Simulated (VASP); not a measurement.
# Na2Sb in VASP: further runs

The runs below take Na2Sb through single point, with PBE.

All numbers are computed with VASP 6.6.1; they aren't measurements. Logs are shortened: lines on timing, memory, paths and dates and some standing lists are left out, and cuts for length are marked.

### Step 1. The cell of the first run

The structure is tetragonal, space group P4/mmm (No. 123). The conventional cell has a = 3.330 Å, b = 3.330 Å, c = 4.703 Å, α = 90.00°, β = 90.00°, γ = 90.00°. Within 3.1 Å of Na (site symmetry mmm) lie 4 Na at 2.35 Å and 4 Sb at 2.88 Å. Within 3.8 Å of Sb (site symmetry 4/mmm) lie 8 Na at 2.88 Å and 4 Sb at 3.33 Å.

### Step 2. Single point, PBE (volume scaled by 1.04)

INCAR reads:

```
PREC = Accurate
ENCUT = 520
EDIFF = 1E-7
ISMEAR = -1
SIGMA = 0.05
LREAL = False
LASPH = True
NELM = 60
ALGO = Normal
ISIF = 2
LWAVE = False
LCHARG = False
GGA = PE
NBANDS = 16
```

KPOINTS reads:

```
Automatic mesh
0
Gamma
  8 8 6
```

POSCAR reads:

```
Na2Sb
1.0
    3.3296838525      0.0000000000      0.0000000000
    0.0000000000      3.3296838525      0.0000000000
    0.0000000000      0.0000000000      4.7031087689
Na Sb
2 1
Direct
    0.5000000000      0.0000000000      0.5000000000
    0.0000000000      0.5000000000      0.5000000000
    0.0000000000      0.0000000000      0.0000000000
```

Potentials or basis: VASP PAW PBE potentials, release 64 (Na_pv, Sb).

Command:

```
cat potpaw_PBE.64/Na_pv/POTCAR potpaw_PBE.64/Sb/POTCAR > POTCAR
mpirun -np 1 vasp_std > vasp.out
```

OUTCAR:

```text
PREC = Accurate
   ENCUT = 520
   EDIFF = 1E-7
   ISMEAR = -1
   LREAL = False
   LASPH = True
   NELM = 60
   ISIF = 2
   GGA = PE

 ion  position               nearest neighbor table
   1  0.500  0.000  0.500-   2 2.35   2 2.35   2 2.35   2 2.35   3 2.88   3 2.88   3 2.88   3 2.88

   2  0.000  0.500  0.500-   1 2.35   1 2.35   1 2.35   1 2.35   3 2.88   3 2.88   3 2.88   3 2.88

   3  0.000  0.000  0.000-   1 2.88   2 2.88   1 2.88   2 2.88   2 2.88   2 2.88   1 2.88   1 2.88

  LATTYP: Found a simple tetragonal cell.
 ALAT       =     3.3296838525
 C/A-ratio  =     1.4124790753

  Lattice vectors:

 A1 = (   3.3296838525,   0.0000000000,   0.0000000000)
 A2 = (   0.0000000000,   3.3296838525,   0.0000000000)
 A3 = (   0.0000000000,   0.0000000000,   4.7031087689)

Analysis of symmetry for initial positions (statically):
=====================================================================
 Subroutine PRICEL returns:
 Original cell was already a primitive cell.

 Routine SETGRP: Setting up the symmetry group for a
 simple tetragonal supercell.

 Subroutine GETGRP returns: Found 16 space group operations
 (whereof 16 operations were pure point group operations)
 out of a pool of 16 trial point group operations.

The static configuration has the point symmetry D_4h.

Analysis of symmetry for dynamics (positions and initial velocities):
=====================================================================
 Subroutine PRICEL returns:
 Original cell was already a primitive cell.

 Routine SETGRP: Setting up the symmetry group for a
 simple tetragonal supercell.

 Subroutine GETGRP returns: Found 16 space group operations
 (whereof 16 operations were pure point group operations)
 out of a pool of 16 trial point group operations.

The dynamic configuration has the point symmetry D_4h.

 Subroutine INISYM returns: Found 16 space group operations
 (whereof 16 operations are pure point group operations),
 and found     1 'primitive' translations

----------------------------------------------------------------------------------------

                                     Primitive cell

  volume of cell :      52.1424

  direct lattice vectors                    reciprocal lattice vectors
     3.329683853  0.000000000  0.000000000     0.300328813  0.000000000  0.000000000
     0.000000000  3.329683853  0.000000000     0.000000000  0.300328813  0.000000000
     0.000000000  0.000000000  4.703108769     0.000000000  0.000000000  0.212625319

  length of vectors
     3.329683853  3.329683853  4.703108769     0.300328813  0.300328813  0.212625319

  position of ions in fractional coordinates (direct lattice)
     0.500000000  0.000000000  0.500000000
     0.000000000  0.500000000  0.500000000
     0.000000000  0.000000000  0.000000000

  ion indices of the primitive-cell ions
   primitive index   ion index
                 1           1
                 2           2
                 3           3

----------------------------------------------------------------------------------------

 KPOINTS: Automatic mesh

Automatic generation of k-mesh.
 Grid dimensions read from file:
 generate k-points for:    8    8    6

 Generating k-lattice:

  Cartesian coordinates                     Fractional coordinates (reciprocal lattice)
     0.037541102  0.000000000  0.000000000     0.125000000  0.000000000  0.000000000
     0.000000000  0.037541102  0.000000000     0.000000000  0.125000000  0.000000000
     0.000000000  0.000000000  0.035437553     0.000000000  0.000000000  0.166666667

  Length of vectors
     0.037541102  0.037541102  0.035437553

  Shift w.r.t. Gamma in fractional coordinates (k-lattice)
     0.000000000  0.000000000  0.000000000

 Subroutine IBZKPT returns following result:
 ===========================================

 Found     60 irreducible k-points:

 Following reciprocal coordinates:
            Coordinates               Weight
  0.000000  0.000000  0.000000      1.000000
  0.125000  0.000000  0.000000      4.000000
  0.250000  0.000000  0.000000      4.000000
  0.375000  0.000000  0.000000      4.000000
  0.500000  0.000000  0.000000      2.000000
  0.125000  0.125000  0.000000      4.000000
[... 16 lines left out ...]
  0.375000  0.125000  0.166667     16.000000
  0.500000  0.125000  0.166667      8.000000
 [... further k-points ...]
   k-points           NKPTS =     60   k-points in BZ     NKDIM =     60   number of bands    NBANDS=     16
   number of dos      NEDOS =    301   number of ions     NIONS =      3
   total plane-waves  NPLWV =  28224
   dimension x,y,z NGX =    28 NGY =   28 NGZ =   36
   dimension x,y,z NGXF=    56 NGYF=   56 NGZF=   72
   ions per type =               2   1
   NGX,Y,Z   is equivalent  to a cutoff of  13.98, 13.98, 12.73 a.u.
   NGXF,Y,Z  is equivalent  to a cutoff of  27.96, 27.96, 25.45 a.u.
 SYSTEM =  unknown system
   PREC   = accura    normal or accurate (medium, high low for compatibility)
   ISTART =      0    job   : 0-new  1-cont  2-samecut
   ICHARG =      2    charge: 1-file 2-atom 10-const
   ISPIN  =      1    spin polarized calculation?
   LNONCOLLINEAR =      F non collinear calculations
   LSORBIT =      F    spin-orbit coupling
   LASPH  =      T    aspherical Exc in radial PAW
   ENCUT  =  520.0 eV  38.22 Ry    6.18 a.u.   6.19  6.19  8.74*2*pi/ulx,y,z
   NELM   =     60;   NELMIN=  2; NELMDL= -5     # of ELM steps
   EDIFF  = 0.1E-06   stopping-criterion for ELM
   LREAL  =      F    real-space projection
   EDIFFG = 0.1E-05   stopping-criterion for IOM
   NSW    =      0    number of steps for IOM
   IBRION =     -1    ionic relax: 0-MD 1-quasi-New 2-CG
   NFREE  =      0    steps in history (QN), initial steepest desc. (CG)
   ISIF   =      2    stress and relaxation
   ISYM   =      2    0-nonsym 1-usesym 2-fastsym
   POTIM  = 0.5000    time-step for ionic-motion
   TEBEG  =    0.0;   TEEND  =   0.0 temperature during run
   PSTRESS=    0.0 pullay stress
   NELECT =      19.0000    total number of electrons
   NUPDOWN=      -1.0000    fix difference up-down
   EMIN   =  10.00;   EMAX   =-10.00  energy-range for DOS
   EFERMI =   0.00;   METHOD = LEGACY
   ISMEAR =    -1;   SIGMA  =   0.05  broadening in eV -4-tet -1-fermi 0-gaus
   EFERMI_NEDOS =   21; number of points for ismear=-14 and -15
   IALGO  =     38    algorithm
   IMIX   =      4    mixing-type and parameters
     AMIX     =   0.40;   BMIX     =  1.00
     AMIX_MAG =   1.60;   BMIX_MAG =  1.00
  volume/ion in A,a.u.               =      17.38       117.29
  Fermi-wavevector in a.u.,A,eV,Ry     =   1.169308  2.209672 18.602999  1.367282
  Thomas-Fermi vector in A             =   2.305783
   LORBIT       =      0    0 simple, 1 ext, 2 COOP (PROOUT), +10 PAW based schemes
   GGA     = PE    functional components
   LHFCALC =     F    Hartree Fock is set to
   AEXX    =    0.0000 exact exchange contribution
   IVDW    =     0    specifies the selected vdW correction
   LEPSILON=     F    determine dielectric tensor
   LRPA    =     F    only Hartree local field effects (RPA)
 non-spin polarized calculation
  energy-cutoff  :      520.00
  volume of cell :       52.14
 maximum number of plane-waves:      1432
 NGX is ok and might be reduce to    28
   NGX = 13   NGY = 13   NGZ = 17

 number of electron      19.0000011 magnetization

 Free energy of the ion-electron system (eV)
  ---------------------------------------------------
  ext. energy  EPLUGINS =         0.00000000
  ---------------------------------------------------
  free energy    TOTEN  =        -4.07732401 eV

  energy without entropy =       -4.06749890  energy(sigma->0) =       -4.07241146

 E-fermi :   7.8023     XC(G=0): -10.0961

 val. band max:        7.7998706822   @ k =   0.1250   0.1250   0.0000
 cond. band min:       7.8054592602   @ k =   0.1250   0.1250   0.3333
 fundamental gap:      0.0055885780
 Fermi energy:         7.8023387554

 k-point     1 :       0.0000    0.0000    0.0000
  band No.  band energies     occupation
      1     -19.2245      2.00000
      2     -19.2245      2.00000
      3     -18.7665      2.00000
      4     -18.4591      2.00000
      5     -18.4171      2.00000
      6     -18.4171      2.00000
[... 8 lines left out ...]
     15      16.9113      0.00000
     16      17.0090      0.00000

 k-point     2 :       0.1250    0.0000    0.0000
  band No.  band energies     occupation
      1     -19.2049      2.00000
      2     -19.1946      2.00000
      3     -18.7535      2.00000
      4     -18.4694      2.00000
      5     -18.4601      2.00000
      6     -18.4482      2.00000
[... 8 lines left out ...]
     15      17.0855      0.00000
     16      17.2317      0.00000

 k-point     3 :       0.2500    0.0000    0.0000
  band No.  band energies     occupation
      1     -19.1449      2.00000
      2     -19.1092      2.00000
      3     -18.7168      2.00000
      4     -18.5763      2.00000
      5     -18.5367      2.00000
      6     -18.4994      2.00000
[... 8 lines left out ...]
     15      17.6010      0.00000
     16      18.1103      0.00000

 k-point     4 :       0.3750    0.0000    0.0000
  band No.  band energies     occupation
      1     -19.0432      2.00000
      2     -18.9814      2.00000
      3     -18.7337      2.00000
      4     -18.6675      2.00000
      5     -18.6637      2.00000
      6     -18.5459      2.00000
[... 8 lines left out ...]
     15      16.8298      0.00000
     16      18.1781      0.00000

 k-point     5 :       0.5000    0.0000    0.0000
  band No.  band energies     occupation
      1     -18.9263      2.00000
      2     -18.8735      2.00000
      3     -18.8549      2.00000
      4     -18.7953      2.00000
      5     -18.6063      2.00000
      6     -18.6005      2.00000
[... 8 lines left out ...]
     15      16.2466      0.00000
     16      17.1514      0.00000

 k-point     6 :       0.1250    0.1250    0.0000
  band No.  band energies     occupation
      1     -19.2558      2.00000
      2     -19.0980      2.00000
      3     -18.7413      2.00000
      4     -18.5730      2.00000
      5     -18.4788      2.00000
      6     -18.4036      2.00000
[... 8 lines left out ...]
     15      15.6206      0.00000
     16      17.3855      0.00000

 k-point     7 :       0.2500    0.1250    0.0000
  band No.  band energies     occupation
      1     -19.2569      2.00000
      2     -18.9626      2.00000
      3     -18.7380      2.00000
      4     -18.7071      2.00000
      5     -18.5062      2.00000
      6     -18.4270      2.00000
[... 8 lines left out ...]
     15      16.4879      0.00000
     16      16.7338      0.00000

 k-point     8 :       0.3750    0.1250    0.0000
  band No.  band energies     occupation
      1     -19.1989      2.00000
      2     -18.9167      2.00000
      3     -18.8089      2.00000
      4     -18.6576      2.00000
      5     -18.5488      2.00000
      6     -18.5138      2.00000
[... 8 lines left out ...]
     15      16.4555      0.00000
     16      17.1877      0.00000

 k-point     9 :       0.5000    0.1250    0.0000
  band No.  band energies     occupation
      1     -19.1055      2.00000
      2     -19.0544      2.00000
      3     -18.6807      2.00000
      4     -18.6200      2.00000
      5     -18.6043      2.00000
      6     -18.5993      2.00000
[... 8 lines left out ...]
     15      17.1211      0.00000
     16      17.6488      0.00000
[... 172 lines left out ...]
 k-point    19 :       0.3750    0.0000    0.1667
  band No.  band energies     occupation
      1     -19.0430      2.00000
      2     -18.9812      2.00000
      3     -18.7336      2.00000
      4     -18.6674      2.00000
      5     -18.6654      2.00000
      6     -18.5467      2.00000
[... 8 lines left out ...]
     15      16.9143      0.00000
     16      17.7363      0.00000

 k-point    20 :       0.5000    0.0000    0.1667
  band No.  band energies     occupation
      1     -18.9262      2.00000
      2     -18.8733      2.00000
      3     -18.8549      2.00000
      4     -18.7950      2.00000
      5     -18.6074      2.00000
      6     -18.6019      2.00000
[... 8 lines left out ...]
     15      16.3708      0.00000
     16      17.3612      0.00000

 k-point    21 :       0.1250    0.1250    0.1667
  band No.  band energies     occupation
      1     -19.2556      2.00000
      2     -19.0978      2.00000
      3     -18.7436      2.00000
      4     -18.5729      2.00000
      5     -18.4790      2.00000
      6     -18.4035      2.00000
[... 8 lines left out ...]
     15      15.6050      0.00000
     16      17.9797      0.00000

 k-point    22 :       0.2500    0.1250    0.1667
  band No.  band energies     occupation
      1     -19.2567      2.00000
      2     -18.9624      2.00000
      3     -18.7379      2.00000
      4     -18.7092      2.00000
      5     -18.5067      2.00000
      6     -18.4270      2.00000
[... 8 lines left out ...]
     15      16.8134      0.00000
     16      16.9371      0.00000

 k-point    23 :       0.3750    0.1250    0.1667
  band No.  band energies     occupation
      1     -19.1988      2.00000
      2     -18.9166      2.00000
      3     -18.8088      2.00000
      4     -18.6593      2.00000
      5     -18.5497      2.00000
      6     -18.5137      2.00000
[... 8 lines left out ...]
     15      15.6491      0.00000
     16      17.3385      0.00000

 k-point    24 :       0.5000    0.1250    0.1667
  band No.  band energies     occupation
      1     -19.1054      2.00000
      2     -19.0542      2.00000
      3     -18.6806      2.00000
      4     -18.6198      2.00000
      5     -18.6054      2.00000
      6     -18.6008      2.00000
[... 8 lines left out ...]
     15      16.2837      0.00000
     16      17.5085      0.00000

 [... further k-points ...]

------------------------ aborting loop because EDIFF is reached ----------------------------------------

  FORCE on cell =-STRESS in cart. coord.  units (eV):
  Direction    XX          YY          ZZ          XY          YZ          ZX
  --------------------------------------------------------------------------------------
  -------------------------------------------------------------------------------------
  Total       11.2015141     11.2015141      7.5364670      0.0000000      0.0000000      0.0000000
  in kB      344.1884471    344.1884471    231.5727003      0.0000000      0.0000000      0.0000000
  external PRESSURE =     306.6498648 kB  Pullay stress =       0.0000000 kB

 VOLUME and BASIS-vectors are now :
 -----------------------------------------------------------------------------
  energy-cutoff  :      520.00
  volume of cell :       52.14
      direct lattice vectors                 reciprocal lattice vectors
     3.329683853  0.000000000  0.000000000     0.300328813  0.000000000  0.000000000
     0.000000000  3.329683853  0.000000000     0.000000000  0.300328813  0.000000000
     0.000000000  0.000000000  4.703108769     0.000000000  0.000000000  0.212625319

 POSITION                                       TOTAL-FORCE (eV/Angst)
 -----------------------------------------------------------------------------------
      1.66484      0.00000      2.35155         0.000000      0.000000      0.000000
      0.00000      1.66484      2.35155         0.000000      0.000000      0.000000
      0.00000      0.00000      0.00000         0.000000      0.000000      0.000000
 -----------------------------------------------------------------------------------
    total drift:                                0.000000      0.000000      0.000000

  FREE ENERGIE OF THE ION-ELECTRON SYSTEM (eV)
  ---------------------------------------------------
  free  energy   TOTEN  =        -4.0773240090 eV

  energy  without entropy=       -4.0674989041  energy(sigma->0) =       -4.07241146
```

Wall time 25 s (1 thread of Intel Xeon Platinum 8488C (Sapphire Rapids), shared host); peak memory 0.19 GiB.

What came out:

| Quantity | Value |
| --- | --- |
| Free energy | -4.0773 eV |
| Pressure | 30.7 GPa |

Caveat: spin-orbit coupling is left out, which moves the levels of the heavy elements.

### Step 3. Single point, PBE (atoms moved at random)

INCAR reads:

```
SYSTEM = Na2Sb
PREC = Accurate ; ENCUT = 520
EDIFF = 1E-6 ; ISMEAR = -1
SIGMA = 0.05 ; LREAL = .False.
LASPH = .True. ; NELM = 80
ALGO = Fast ; ISIF = 2
LWAVE = .False. ; LCHARG = .False.
GGA = PE ; NBANDS = 16
```

KPOINTS reads:

```
Automatic mesh
0
Gamma
  8 8 6
  0 0 0
```

POSCAR reads:

```
Na2Sb
1.0
    3.2864363100      0.0000000000      0.0000000000
    0.0000000000      3.2864363100      0.0000000000
    0.0000000000      0.0000000000      4.6420225200
Na Sb
2 1
Direct
    0.5058520000     -0.0041150000      0.5019310000
   -0.0003640000      0.5120510000      0.5031720000
   -0.0003760000      0.0118510000     -0.0036800000
```

Potentials or basis: VASP PAW PBE potentials, release 64 (Na_pv, Sb).

Command:

```
cat potpaw_PBE.64/Na_pv/POTCAR potpaw_PBE.64/Sb/POTCAR > POTCAR
mpirun -np 1 vasp_std > vasp.out
```

Run time: 55 s. Hardware: 1 thread of Intel Xeon Platinum 8488C (Sapphire Rapids), shared host; peak memory 0.26 GiB.

It converged, with:

```yaml
Free_energy: -3.6496 eV
Pressure: 35.8 GPa
Largest_force: 0.451 eV/Å
```

Forces in eV/Å, atoms in the order of the input:
```
Na  -0.153  0.165 -0.214
Na   0.087 -0.226 -0.228
Sb   0.066  0.062  0.442
```

Stress tensor (GPa, compression positive):
```
39.45 -0.03  0.04
-0.03 39.40  0.04
 0.04  0.04 28.60
```

Levels at points of the mesh, in eV from the Fermi level:
```
           k point  band 8  band 9  band 10  band 11  band 12  band 13
(0.00, 0.00, 0.00)   -3.94   -1.13     1.71     1.71     3.14     5.59
(0.50, 0.00, 0.00)   -5.95   -2.44     1.97     2.16     2.24     3.30
(0.00, 0.50, 0.00)   -5.95   -2.44     1.95     2.16     2.27     3.30
(0.50, 0.50, 0.00)   -4.03   -4.03    -1.30    -0.18     4.01     4.64
(0.00, 0.00, 0.50)   -6.60    1.75     1.75     3.14     5.48     6.03
(0.50, 0.00, 0.50)   -5.44   -4.29    -1.14     3.41     7.39     7.83
(0.00, 0.50, 0.50)   -5.44   -4.29    -1.13     3.42     7.39     7.83
(0.50, 0.50, 0.50)   -3.60   -3.60    -2.50     0.88     1.47     2.70
```

Caveat: the cell differs from its parent crystal (atoms moved at random); spin-orbit coupling is left out, which moves the levels of the heavy elements.
